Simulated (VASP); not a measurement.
Crystal: V3F.

```
V F
1.0
     3.63911    0.00000    0.00000
     0.00000    3.63911    0.00000
     0.00000    0.00000    3.63911
V F
3 1
Cartesian
  0.0000 1.8196 1.8196
  1.8196 0.0000 1.8196
  1.8196 1.8196 0.0000
  0.0000 0.0000 0.0000
```

| Item | Value |
| --- | --- |
| Program | VASP 6.6.1 |
| Task | relaxation of cell and atoms |
| Functional | PBE |
| Potentials or basis | VASP PAW PBE potentials, release 64 (V_sv, F) |
| Cutoff | 600 eV |
| k mesh | 6 × 6 × 6 |
| Occupations | gaussian, width 0.1 eV |
| Spin | no spin polarisation |

At the start: pressure 10.2 GPa; volume 12.05 Å³/atom.

Question: Where does the relaxation end?

Answer: Over 3 steps the energy falls by 24.8 meV/atom and the volume is 12.87 Å³/atom (+6.8 %); space group Pm-3m (No. 221, to 0.1 Å) before and after.

Step by step:
```
step  energy change (eV)  largest force (eV/Å)  pressure (GPa)  volume (Å³)
   1              0.0000                0.0000           10.19        48.19
   2             -0.0600                0.0000           -5.36        53.74
   3             -0.0992                0.0000           -0.02        51.49
```

Final structure:
```cif
data_structure
_symmetry_space_group_name_H-M 'P 1'
_symmetry_Int_Tables_number 1
_cell_length_a 3.7202
_cell_length_b 3.7202
_cell_length_c 3.7202
_cell_angle_alpha 90.000
_cell_angle_beta 90.000
_cell_angle_gamma 90.000
_cell_volume 51.49
loop_
_atom_site_label
_atom_site_type_symbol
_atom_site_fract_x
_atom_site_fract_y
_atom_site_fract_z
_atom_site_occupancy
V1 V 0.00000 0.50000 0.50000 1
V2 V 0.50000 0.00000 0.50000 1
V3 V 0.50000 0.50000 0.00000 1
F1 F 0.00000 0.00000 0.00000 1
```

Caveat: the run has no spin polarisation, though such a crystal can be magnetic.
